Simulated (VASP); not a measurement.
Wanted: the native input for a VASP 6.6.1 run.

| Item | Value |
| --- | --- |
| Task | electric field gradients |
| Functional | LDA |
| Potentials or basis | VASP PAW LDA potentials, release 64 (Ag) |
| Cutoff | 520 eV |
| k mesh | 15 × 15 × 15 |
| Occupations | fermi-dirac, width 0.05 eV |
| Spin | no spin polarisation |
| Dipole correction | no |
| Further INCAR settings | ALGO = Normal; EDIFF = 1e-08; NBANDS = 12 |

The structure of Ag lies in POSCAR:

```
Ag
1.0
    0.0000000000      2.0154871556      2.0154871556
    2.0154871556      0.0000000000      2.0154871556
    2.0154871556      2.0154871556      0.0000000000
Ag
1
Direct
    0.0000000000      0.0000000000      0.0000000000
```

This cell differs from its parent crystal: volume scaled by 0.96.

These files were run (other wordings do the same):

INCAR

```
SYSTEM = Ag
  PREC = Accurate
  ENCUT = 520
  EDIFF = 1E-8
  ISMEAR = -1
  SIGMA = 0.05
  LREAL = .FALSE.
  LASPH = .TRUE.
  NELM = 60
  ALGO = Normal
  ISIF = 2
  LWAVE = .FALSE.
  LCHARG = .FALSE.
  GGA = CA
  LEFG = .TRUE.
  NBANDS = 12
```

KPOINTS

```
regular mesh
0
G
  15 15 15
  0 0 0
```

Potentials or basis: VASP PAW LDA potentials, release 64 (Ag).

Run with:

```bash
$ cat potpaw_LDA.64/Ag/POTCAR > POTCAR
$ mpirun -np 1 vasp_std > vasp.out
```

Results of the run:

```yaml
Pressure: -2.9 GPa
```

Caveat: without QUAD_EFG the Cq values of the log hold for a quadrupole moment of 1 mb, not for the nuclei.

It took 31 s on 1 thread of AMD EPYC 7R13 Processor (Zen 3) (shared host), peak memory 0.11 GiB.
